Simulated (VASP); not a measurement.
Input of a VASP 6.6.1 run:

Contents of INCAR:

```
ALGO     = Normal         # electronic algorithm
EDIFF    = 1E-8           # SCF threshold, eV
ENCUT    = 520            # plane-wave cutoff, eV
GGA      = PE             # functional
ISIF     = 2              # what is computed and relaxed
ISMEAR   = -1             # smearing method
LASPH    = T              # aspherical terms in the spheres
LCHARG   = F              # write CHGCAR
LEFG     = T            
LREAL    = F              # projectors in reciprocal space
LWAVE    = F              # write WAVECAR
NBANDS   = 21             # bands
NELM     = 80             # most SCF steps
PREC     = Accurate       # precision mode
SIGMA    = 0.05           # smearing width, eV
```

File KPOINTS:

```
k-points
0
Gamma
  10 10 10
```

The input POSCAR:

```
Ge
1.0
    0.0848631000      2.8712015500      2.8712015500
    2.8712015500      0.0848631000      2.8712015500
    2.8712015500      2.8712015500      0.0848631000
Ge
2
Direct
    0.5000000000      0.5000000000      0.5000000000
    0.7500000000      0.7500000000      0.7500000000
```

Potentials or basis: VASP PAW PBE potentials, release 64 (Ge_d).

Launch:

```console
$ cat potpaw_PBE.64/Ge_d/POTCAR > POTCAR
$ mpirun -np 1 vasp_std > vasp.out
```

**Question.** Estimate the largest force.

**Answer.** 0.410 eV/Å.

**Question.** Predict the pressure.

**Answer.** 3.9 GPa.

**Question.** What does it give for the band gap on the k mesh?

**Answer.** Zero (filled and empty bands touch).

Stress tensor (GPa, compression positive):
```
 3.91 -2.42 -2.42
-2.42  3.91 -2.42
-2.42 -2.42  3.91
```

Caveat: the cell differs from its parent crystal (equal xy, yz and zx shear strains of +3 %); the cell stands under pressure; semilocal functionals underestimate gaps, so a narrow gap can read as zero; without QUAD_EFG the Cq values of the log hold for a quadrupole moment of 1 mb, not for the nuclei.
